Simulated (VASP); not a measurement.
# Cr (Im-3m) in VASP: a series of runs

Cr is run at these levels: PBE+U; tasks: single point, density of states.

Program: VASP 6.6.1. These are calculated values, not measurements. Logs are shortened: lines on timing, memory, paths and dates and some standing lists are left out, and cuts for length are marked.

## 1. The cell of the first run

The structure is cubic, space group Im-3m (No. 229). Conventional cell: a = 2.969 Å, b = 2.969 Å, c = 2.969 Å, α = 90.00°, β = 90.00°, γ = 90.00°. Within 3.4 Å of Cr (site symmetry m-3m) lie 14 Cr at 2.57 to 2.97 Å.

## 2. Single point, PBE+U, collinear spin, ferromagnetic start

Contents of INCAR:

```
SYSTEM = Cr
PREC     = Accurate       ! precision mode
ENCUT    = 520            ! plane-wave cutoff, eV
EDIFF    = 1E-6           ! SCF threshold, eV
ISMEAR   = -1             ! smearing method
SIGMA    = 0.05           ! smearing width, eV
LREAL    = .FALSE.        ! projectors in reciprocal space
LASPH    = .TRUE.         ! aspherical terms in the spheres
NELM     = 150            ! most SCF steps
ALGO     = Normal         ! electronic algorithm
ISIF     = 2              ! what is computed and relaxed
LWAVE    = .FALSE.        ! write WAVECAR
LCHARG   = .TRUE.         ! write CHGCAR
ISPIN    = 2              ! spin polarisation
MAGMOM   = -3 -3          ! initial moments
LORBIT   = 11             ! projections on sites
LMAXMIX  = 4              ! l up to which the mixer works
LDAU     = .TRUE.         ! DFT+U
LDAUTYPE = 2            
LDAUL    = 2              ! shell
LDAUU    = 1              ! U, eV
LDAUJ    = 0            
LDAUPRINT= 1            
GGA      = PE             ! functional
LELF     = .TRUE.         ! ELF
LVHAR    = .TRUE.       
NBANDS   = 23             ! bands
```

Contents of KPOINTS:

```
Automatic mesh
0
G
  11 11 11
  0 0 0
```

Contents of POSCAR:

```
Cr
1.0
    2.9688993551      0.0000000000      0.0000000000
    0.0000000000      2.9688993551      0.0000000000
    0.0000000000      0.0000000000      2.9688993551
Cr
2
Direct
    0.0000000000      0.0000000000      0.0000000000
    0.5000000000      0.5000000000      0.5000000000
```

Potentials or basis: VASP PAW PBE potentials, release 64 (Cr_pv).

Run with:

```bash
cat potpaw_PBE.64/Cr_pv/POTCAR > POTCAR
mpirun -np 1 vasp_std > vasp.out
```

OUTCAR:

```text
SYSTEM = Cr
   PREC = Accurate
   ENCUT = 520
   EDIFF = 1E-6
   ISMEAR = -1
   LREAL = .FALSE.
   LASPH = .TRUE.
   NELM = 150
   ISIF = 2
   ISPIN = 2
   LORBIT = 11
   GGA = PE

 ion  position               nearest neighbor table
   1  0.000  0.000  0.000-   2 2.57   2 2.57   2 2.57   2 2.57   2 2.57   2 2.57   2 2.57   2 2.57

   2  0.500  0.500  0.500-   1 2.57   1 2.57   1 2.57   1 2.57   1 2.57   1 2.57   1 2.57   1 2.57

  LATTYP: Found a simple cubic cell.
 ALAT       =     2.9688993551

  Lattice vectors:

 A1 = (   2.9688993551,   0.0000000000,   0.0000000000)
 A2 = (   0.0000000000,   2.9688993551,   0.0000000000)
 A3 = (   0.0000000000,   0.0000000000,   2.9688993551)

Analysis of symmetry for initial positions (statically):
=====================================================================
 Subroutine PRICEL returns following result:

  LATTYP: Found a body centered cubic cell.
 ALAT       =     2.9688993551
[... 12 lines left out ...]
 Subroutine GETGRP returns: Found 48 space group operations
 (whereof 48 operations were pure point group operations)
 out of a pool of 48 trial point group operations.

The static configuration has the point symmetry O_h .

Analysis of symmetry for dynamics (positions and initial velocities):
=====================================================================
 Subroutine PRICEL returns following result:

  LATTYP: Found a body centered cubic cell.
 ALAT       =     2.9688993551
[... 12 lines left out ...]
 Subroutine GETGRP returns: Found 48 space group operations
 (whereof 48 operations were pure point group operations)
 out of a pool of 48 trial point group operations.

The dynamic configuration has the point symmetry O_h .

Analysis of structural, dynamic, and magnetic symmetry:
=====================================================================
 Subroutine PRICEL returns following result:

  LATTYP: Found a body centered cubic cell.
 ALAT       =     2.9688993551
[... 12 lines left out ...]
 Subroutine GETGRP returns: Found 48 space group operations
 (whereof 48 operations were pure point group operations)
 out of a pool of 48 trial point group operations.

The overall configuration has the point symmetry O_h .

 Subroutine INISYM returns: Found 48 space group operations
 (whereof 48 operations are pure point group operations),
 and found     2 'primitive' translations

----------------------------------------------------------------------------------------

                                     Primitive cell

  volume of cell :      13.0845

  direct lattice vectors                    reciprocal lattice vectors
     1.484449678  1.484449678 -1.484449678     0.336825160  0.336825160  0.000000000
    -1.484449678  1.484449678  1.484449678    -0.000000000  0.336825160  0.336825160
     1.484449678 -1.484449678  1.484449678     0.336825160  0.000000000  0.336825160

  length of vectors
     2.571142263  2.571142263  2.571142263     0.476342709  0.476342709  0.476342709

  position of ions in fractional coordinates (direct lattice)
     0.000000000  0.000000000  0.000000000

  ion indices of the primitive-cell ions
   primitive index   ion index
                 1           1

----------------------------------------------------------------------------------------

 KPOINTS: Automatic mesh

Automatic generation of k-mesh.
 Grid dimensions read from file:
 generate k-points for:   11   11   11

 Generating k-lattice:

  Cartesian coordinates                     Fractional coordinates (reciprocal lattice)
     0.030620469  0.000000000  0.000000000     0.090909091  0.000000000  0.000000000
     0.000000000  0.030620469  0.000000000     0.000000000  0.090909091  0.000000000
     0.000000000  0.000000000  0.030620469     0.000000000  0.000000000  0.090909091

  Length of vectors
     0.030620469  0.030620469  0.030620469

  Shift w.r.t. Gamma in fractional coordinates (k-lattice)
     0.000000000  0.000000000  0.000000000

[... 71 lines left out ...]
  volume/ion in A,a.u.               =      13.08        88.30
  Fermi-wavevector in a.u.,A,eV,Ry     =   1.590559  3.005721 34.421077  2.529878
  Thomas-Fermi vector in A             =   2.689235
   LORBIT       =     11    0 simple, 1 ext, 2 COOP (PROOUT), +10 PAW based schemes
 LDA+U is selected, type is set to LDAUTYPE =  2
   angular momentum for each species LDAUL =     2
   U (eV)           for each species LDAUU =   1.0
   J (eV)           for each species LDAUJ =   0.0
   GGA     = PE    functional components
   LHFCALC =     F    Hartree Fock is set to
   AEXX    =    0.0000 exact exchange contribution
   IVDW    =     0    specifies the selected vdW correction
   LEPSILON=     F    determine dielectric tensor
   LRPA    =     F    only Hartree local field effects (RPA)
 spin polarized calculation
  energy-cutoff  :      520.00
  volume of cell :       26.17
 maximum number of plane-waves:       739
 NGX is ok and might be reduce to    24
   NGX = 11   NGY = 11   NGZ = 11

 number of electron      24.0000015 magnetization      -0.0000715

atom =   1  type =  1  l = 2

 onsite density matrix

spin component  1

  0.4878  0.0000 -0.0000  0.0000 -0.0000
  0.0000  0.4878 -0.0000 -0.0000 -0.0000
 -0.0000 -0.0000  0.2940  0.0000  0.0000
  0.0000 -0.0000  0.0000  0.4878 -0.0000
 -0.0000 -0.0000  0.0000 -0.0000  0.2940

spin component  2

  0.4878  0.0000 -0.0000  0.0000 -0.0000
  0.0000  0.4878 -0.0000 -0.0000 -0.0000
 -0.0000 -0.0000  0.2939  0.0000  0.0000
  0.0000 -0.0000  0.0000  0.4878 -0.0000
 -0.0000 -0.0000  0.0000 -0.0000  0.2939

 occupancies and eigenvectors

  o =  0.2939  v =  0.0000  0.0000  0.0000  0.0000  0.0000  0.0000 -0.0000 -0.9578 -0.0000 -0.2875      0.0000  0.0000  0.0000  0.0000  0.0000  0.0000  0.0000  0.0000  0.0000  0.0000
  o =  0.2939  v =  0.0000  0.0000  0.0000  0.0000  0.0000  0.0000 -0.0000 -0.2875 -0.0000  0.9578      0.0000  0.0000  0.0000  0.0000  0.0000  0.0000  0.0000  0.0000  0.0000  0.0000
  o =  0.2940  v =  0.0000  0.0000  0.9999 -0.0000 -0.0115  0.0000  0.0000  0.0000  0.0000  0.0000      0.0000  0.0000  0.0000  0.0000  0.0000  0.0000  0.0000  0.0000  0.0000  0.0000
  o =  0.2940  v =  0.0000 -0.0000  0.0115 -0.0000  0.9999  0.0000  0.0000  0.0000  0.0000  0.0000      0.0000  0.0000  0.0000  0.0000  0.0000  0.0000  0.0000  0.0000  0.0000  0.0000
  o =  0.4878  v =  0.0000  0.0000  0.0000  0.0000  0.0000  0.0000  0.7383 -0.0000 -0.6745  0.0000      0.0000  0.0000  0.0000  0.0000  0.0000  0.0000  0.0000  0.0000  0.0000  0.0000
  o =  0.4878  v =  0.0000  0.0000  0.0000  0.0000  0.0000  1.0000  0.0000  0.0000  0.0000  0.0000      0.0000  0.0000  0.0000  0.0000  0.0000  0.0000  0.0000  0.0000  0.0000  0.0000
  o =  0.4878  v =  0.0000  0.0000  0.0000  0.0000  0.0000  0.0000  0.6745 -0.0000  0.7383  0.0000      0.0000  0.0000  0.0000  0.0000  0.0000  0.0000  0.0000  0.0000  0.0000  0.0000
  o =  0.4878  v =  0.0000  0.6498  0.0000  0.7601  0.0000  0.0000  0.0000  0.0000  0.0000  0.0000      0.0000  0.0000  0.0000  0.0000  0.0000  0.0000  0.0000  0.0000  0.0000  0.0000
  o =  0.4878  v =  1.0000  0.0000  0.0000  0.0000  0.0000  0.0000  0.0000  0.0000  0.0000  0.0000      0.0000  0.0000  0.0000  0.0000  0.0000  0.0000  0.0000  0.0000  0.0000  0.0000
  o =  0.4878  v =  0.0000  0.7601 -0.0000 -0.6498 -0.0000  0.0000  0.0000  0.0000  0.0000  0.0000      0.0000  0.0000  0.0000  0.0000  0.0000  0.0000  0.0000  0.0000  0.0000  0.0000

atom =   2  type =  1  l = 2

 onsite density matrix

spin component  1

  0.4878 -0.0000 -0.0000  0.0000 -0.0000
 -0.0000  0.4878 -0.0000 -0.0000 -0.0000
 -0.0000 -0.0000  0.2940  0.0000  0.0000
  0.0000 -0.0000  0.0000  0.4878 -0.0000
 -0.0000 -0.0000  0.0000 -0.0000  0.2940

spin component  2

  0.4878 -0.0000 -0.0000  0.0000 -0.0000
 -0.0000  0.4878 -0.0000 -0.0000 -0.0000
 -0.0000 -0.0000  0.2939  0.0000  0.0000
  0.0000 -0.0000  0.0000  0.4878 -0.0000
 -0.0000 -0.0000  0.0000 -0.0000  0.2939

 occupancies and eigenvectors

  o =  0.2939  v =  0.0000  0.0000  0.0000  0.0000  0.0000  0.0000 -0.0000 -0.0456  0.0000  0.9990      0.0000  0.0000  0.0000  0.0000  0.0000  0.0000  0.0000  0.0000  0.0000  0.0000
  o =  0.2939  v =  0.0000  0.0000  0.0000  0.0000  0.0000  0.0000 -0.0000 -0.9990 -0.0000 -0.0456      0.0000  0.0000  0.0000  0.0000  0.0000  0.0000  0.0000  0.0000  0.0000  0.0000
  o =  0.2940  v =  0.0000 -0.0000  0.9976  0.0000  0.0692  0.0000  0.0000  0.0000  0.0000  0.0000      0.0000  0.0000  0.0000  0.0000  0.0000  0.0000  0.0000  0.0000  0.0000  0.0000
  o =  0.2940  v =  0.0000 -0.0000 -0.0692  0.0000  0.9976  0.0000  0.0000  0.0000  0.0000  0.0000      0.0000  0.0000  0.0000  0.0000  0.0000  0.0000  0.0000  0.0000  0.0000  0.0000
  o =  0.4878  v =  0.0000  0.0000  0.0000  0.0000  0.0000  0.0000 -0.9540  0.0000 -0.2997  0.0000      0.0000  0.0000  0.0000  0.0000  0.0000  0.0000  0.0000  0.0000  0.0000  0.0000
  o =  0.4878  v =  0.0000  0.0000  0.0000  0.0000  0.0000  0.0000  0.2997  0.0000 -0.9540  0.0000      0.0000  0.0000  0.0000  0.0000  0.0000  0.0000  0.0000  0.0000  0.0000  0.0000
  o =  0.4878  v =  0.0000  0.0000  0.0000  0.0000  0.0000  1.0000  0.0000  0.0000  0.0000  0.0000      0.0000  0.0000  0.0000  0.0000  0.0000  0.0000  0.0000  0.0000  0.0000  0.0000
  o =  0.4878  v =  0.0000  0.5697 -0.0000  0.8218 -0.0000  0.0000  0.0000  0.0000  0.0000  0.0000      0.0000  0.0000  0.0000  0.0000  0.0000  0.0000  0.0000  0.0000  0.0000  0.0000
  o =  0.4878  v =  1.0000  0.0000  0.0000  0.0000  0.0000  0.0000  0.0000  0.0000  0.0000  0.0000      0.0000  0.0000  0.0000  0.0000  0.0000  0.0000  0.0000  0.0000  0.0000  0.0000
  o =  0.4878  v =  0.0000  0.8218  0.0000 -0.5697  0.0000  0.0000  0.0000  0.0000  0.0000  0.0000      0.0000  0.0000  0.0000  0.0000  0.0000  0.0000  0.0000  0.0000  0.0000  0.0000

 number of electron      24.0000015 magnetization       0.0002246

 Free energy of the ion-electron system (eV)
  ---------------------------------------------------
  ext. energy  EPLUGINS =         0.00000000
  ---------------------------------------------------
  free energy    TOTEN  =       -16.42698833 eV

  energy without entropy =      -16.41403580  energy(sigma->0) =      -16.42051207

 E-fermi :   9.2993     XC(G=0): -12.9690

 val. band max:        9.2930574022   @ k =   0.2727   0.0909   0.0909
 cond. band min:       9.3412531925   @ k =   0.4545   0.0909   0.0909
 fundamental gap:      0.0481957903
 Fermi energy:         9.2993439816

 spin component 1

 k-point     1 :       0.0000    0.0000    0.0000
  band No.  band energies     occupation
      1     -34.0500      1.00000
      2     -34.0500      1.00000
      3     -34.0500      1.00000
      4     -33.6221      1.00000
      5     -33.6221      1.00000
      6     -33.6221      1.00000
[... 1241 lines left out ...]
     22      20.7856      0.00000
     23      26.5843      0.00000

 [... further k-points ...]
[... 5 lines left out ...]
  --------------------------------------------------------------------------------------
  -------------------------------------------------------------------------------------
  Total       -3.8632628     -3.8632628     -3.8632628     -0.0000000     -0.0000000     -0.0000000
  in kB     -236.5257377   -236.5257377   -236.5257377     -0.0000000     -0.0000000     -0.0000000
  external PRESSURE =    -236.5257377 kB  Pullay stress =       0.0000000 kB

 VOLUME and BASIS-vectors are now :
 -----------------------------------------------------------------------------
  energy-cutoff  :      520.00
  volume of cell :       26.17
      direct lattice vectors                 reciprocal lattice vectors
     2.968899355  0.000000000  0.000000000     0.336825160  0.000000000  0.000000000
     0.000000000  2.968899355  0.000000000     0.000000000  0.336825160  0.000000000
     0.000000000  0.000000000  2.968899355     0.000000000  0.000000000  0.336825160

 POSITION                                       TOTAL-FORCE (eV/Angst)
 -----------------------------------------------------------------------------------
      0.00000      0.00000      0.00000         0.000000      0.000000      0.000000
      1.48445      1.48445      1.48445        -0.000000     -0.000000     -0.000000
 -----------------------------------------------------------------------------------
    total drift:                                0.000000      0.000000     -0.000000

  FREE ENERGIE OF THE ION-ELECTRON SYSTEM (eV)
  ---------------------------------------------------
  free  energy   TOTEN  =       -16.4269883264 eV

  energy  without entropy=      -16.4140358044  energy(sigma->0) =      -16.42051207

 total charge

# of ion       s       p       d       tot
------------------------------------------
    1        0.400   6.336   4.073  10.809
    2        0.400   6.336   4.073  10.809
--------------------------------------------------
tot          0.800  12.672   8.145  21.617

 magnetization (x)

# of ion       s       p       d       tot
------------------------------------------
    1       -0.000  -0.000   0.000   0.000
    2       -0.000  -0.000   0.000   0.000
--------------------------------------------------
tot         -0.000  -0.000   0.000   0.000
```

It took 58 s on 1 thread of Intel Xeon Platinum 8259CL at 2.50GHz (Skylake/Cascade Lake), shared host; peak memory 0.17 GiB.

Results:

| Item | Value |
| --- | --- |
| Free energy | -16.4270 eV |
| Pressure | -23.7 GPa |
| Band gap on the k mesh | zero (filled and empty bands overlap) |
| Net moment | 0.00 μB per cell |
| Valence electrons inside the program's atomic spheres | Cr 10.81 |

Eigenvalues of the final occupation matrices:
```csv
site,spin,trace,eigenvalues
site 1 d,1,2.05,0.29 0.29 0.49 0.49 0.49
site 1 d,2,2.05,0.29 0.29 0.49 0.49 0.49
site 2 d,1,2.05,0.29 0.29 0.49 0.49 0.49
site 2 d,2,2.05,0.29 0.29 0.49 0.49 0.49
```

Caveat: the starting moments collapsed, and a magnetic state may lie lower; the U is typed as a test and isn't derived for this compound.

## 3. Single point, PBE+U, collinear spin, ferromagnetic start

Contents of INCAR:

```
ALGO = Normal
EDIFF = 1E-7
ENCUT = 520
GGA = PE
ISIF = 2
ISMEAR = -1
ISPIN = 2
LASPH = True
LCHARG = True
LDAU = True
LDAUJ = 0
LDAUL = 2
LDAUPRINT = 1
LDAUTYPE = 2
LDAUU = 1
LELF = True
LMAXMIX = 4
LORBIT = 11
LREAL = False
LVHAR = True
LWAVE = False
MAGMOM = -3 -3
NBANDS = 23
NELM = 150
PREC = Accurate
SIGMA = 0.05
```

Contents of KPOINTS:

```
k-points
0
Gamma
  11 11 11
```

POSCAR is that of step 2.

Potentials or basis: VASP PAW PBE potentials, release 64 (Cr_pv).

Run with:

```bash
cat potpaw_PBE.64/Cr_pv/POTCAR > POTCAR
mpirun -np 1 vasp_std > vasp.out
```

Run time: 56 s. Hardware: 1 thread of Intel Xeon Platinum 8259CL at 2.50GHz (Skylake/Cascade Lake), shared host; peak memory 0.17 GiB.

Results (log left out):

- Free energy: -16.4270 eV
- Pressure: -23.6 GPa
- Band gap on the k mesh: zero (filled and empty bands overlap)
- Net moment: 0.00 μB per cell
- Valence electrons inside the program's atomic spheres: Cr 10.81

Levels at points of the mesh, in eV from the Fermi level:
Spin up:
| k point | band 10 | band 11 | band 12 | band 13 | band 14 | band 15 |
| --- | --- | --- | --- | --- | --- | --- |
| (0.00, 0.00, 0.00) | -0.79 | -0.79 | -0.79 | 1.14 | 1.14 | 2.01 |
Spin down:
```csv
k point,band 10,band 11,band 12,band 13,band 14,band 15
"(0.00, 0.00, 0.00)",-0.79,-0.79,-0.79,1.14,1.14,2.01
```

Eigenvalues of the final occupation matrices:
```csv
site,spin,trace,eigenvalues
site 1 d,1,2.05,0.29 0.29 0.49 0.49 0.49
site 1 d,2,2.05,0.29 0.29 0.49 0.49 0.49
site 2 d,1,2.05,0.29 0.29 0.49 0.49 0.49
site 2 d,2,2.05,0.29 0.29 0.49 0.49 0.49
```

Caveat: the starting moments collapsed, and a magnetic state may lie lower; the U is typed as a test and isn't derived for this compound. The state reached can hang on the start; a lower one may exist.

## 4. Density of states, PBE+U, collinear spin, antiferromagnetic start

POSCAR is that of step 3.

Contents of INCAR.step1:

```
SYSTEM = Cr
PREC = Accurate ; ENCUT = 520
EDIFF = 1E-7 ; ISMEAR = -1
SIGMA = 0.05 ; LREAL = .False.
LASPH = .True. ; NELM = 150
ALGO = Normal ; ISIF = 2
LWAVE = .False. ; LCHARG = .True.
ISPIN = 2 ; MAGMOM = -3 3
LMAXMIX = 4 ; LDAU = .True.
LDAUTYPE = 2 ; LDAUL = 2
LDAUU = 3 ; LDAUJ = 0
LDAUPRINT = 1 ; GGA = PE
NBANDS = 23
```

Contents of KPOINTS.step1:

```
Automatic mesh
0
Gamma
  11 11 11
  0 0 0
```

Contents of INCAR.step2:

```
SYSTEM = Cr
PREC = Accurate ; ENCUT = 520
EDIFF = 1E-7 ; ISMEAR = -5
SIGMA = 0.05 ; LREAL = .False.
LASPH = .True. ; NELM = 150
ALGO = Normal ; ISIF = 2
LWAVE = .False. ; LCHARG = .False.
ISPIN = 2 ; MAGMOM = -3 3
LORBIT = 11 ; LMAXMIX = 4
LDAU = .True. ; LDAUTYPE = 2
LDAUL = 2 ; LDAUU = 3
LDAUJ = 0 ; LDAUPRINT = 1
GGA = PE ; NEDOS = 2001
ICHARG = 11
```

Contents of KPOINTS.step2:

```
Automatic mesh
0
Gamma
  17 17 17
  0 0 0
```

Run with:

```bash
cat potpaw_PBE.64/Cr_pv/POTCAR > POTCAR
cp INCAR.step1 INCAR
cp KPOINTS.step1 KPOINTS
mpirun -np 1 vasp_std > vasp.out
cp INCAR.step2 INCAR
cp KPOINTS.step2 KPOINTS
mpirun -np 1 vasp_std > vasp.out
```

Run time: 2.1 min. Hardware: 1 thread of Intel Xeon Platinum 8259CL at 2.50GHz (Skylake/Cascade Lake), shared host; peak memory 0.22 GiB.

Results (log left out):

| Property | Result |
| --- | --- |
| Net moment | 0.00 μB per cell |
| Site moments | Cr -3.28, +3.28 μB |
| Valence electrons inside the program's atomic spheres | Cr 10.87 |

Levels at points of the mesh, in eV from the Fermi level:
Spin up:
```csv
k point,band 8,band 9,band 10,band 11,band 12,band 13,band 14,band 15,band 16
"(0.00, 0.00, 0.00)",-3.99,-3.99,-2.02,-2.02,-2.02,2.29,2.29,3.99,3.99
```
Spin down:
| k point | band 10 | band 11 | band 12 | band 13 | band 14 | band 15 |
| --- | --- | --- | --- | --- | --- | --- |
| (0.00, 0.00, 0.00) | -2.02 | -2.02 | -2.02 | 2.29 | 2.29 | 3.99 |

Eigenvalues of the final occupation matrices:
| site | spin | trace | eigenvalues |
| --- | --- | --- | --- |
| site 1 d | 1 | 0.48 | 0.07 0.07 0.12 0.12 0.12 |
| site 1 d | 2 | 3.70 | 0.60 0.60 0.83 0.83 0.83 |
| site 2 d | 1 | 3.70 | 0.60 0.60 0.83 0.83 0.83 |
| site 2 d | 2 | 0.48 | 0.07 0.07 0.12 0.12 0.12 |

Caveat: the U is typed as a test and isn't derived for this compound; tetrahedron occupations give inexact forces and stress in metals.
